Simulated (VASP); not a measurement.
Set up this calculation in VASP 6.6.1, as the native input.

| Item | Value |
| --- | --- |
| Task | single point |
| Functional | PBE |
| Potentials or basis | VASP PAW PBE potentials, release 64 (In_d) |
| Cutoff | 520 eV |
| k mesh | 14 × 14 × 14 |
| Occupations | fermi-dirac, width 0.05 eV |
| Spin | no spin polarisation |
| Dipole correction | no |
| Further INCAR settings | ALGO = Normal; EDIFF = 1e-07; NBANDS = 26 |

The structure of In lies in POSCAR:

```
In
1.0
    1.6751838235      0.9671678314      8.2347307701
   -1.6751838235      0.9671678314      8.2347307701
    0.0000000000     -1.9343356629      8.2347307701
In
3
Direct
    0.0000000000      0.0000000000      0.0000000000
    0.7780122400      0.7780122400      0.7780122400
    0.2219877600      0.2219877600      0.2219877600
```

The input as run:

INCAR

```
PREC = Accurate
ENCUT = 520
EDIFF = 1E-7
ISMEAR = -1
SIGMA = 0.05
LREAL = False
LASPH = True
NELM = 60
ALGO = Normal
ISIF = 2
LWAVE = False
LCHARG = True
GGA = PE
LELF = True
LVHAR = True
NBANDS = 26
```

KPOINTS

```
regular mesh
0
Gamma
  14 14 14
```

Potentials or basis: VASP PAW PBE potentials, release 64 (In_d).

Launch:

```console
$ cat potpaw_PBE.64/In_d/POTCAR > POTCAR
$ mpirun -np 1 vasp_std > vasp.out
```

Results of the run:

```yaml
Pressure: 1.3 GPa
Largest_force: 0.014 eV/Å
Band_gap_on_the_k_mesh: zero (an odd number of electrons rules out a gap without spin polarisation)
```

Caveat: spin-orbit coupling is left out, which moves the levels of the heavy elements.

Wall time 53 min on 1 thread of Intel(R) Xeon(R) Platinum 8259CL CPU @ 2.50GHz (Skylake/Cascade Lake), with other jobs on the host, peak memory 0.84 GiB.
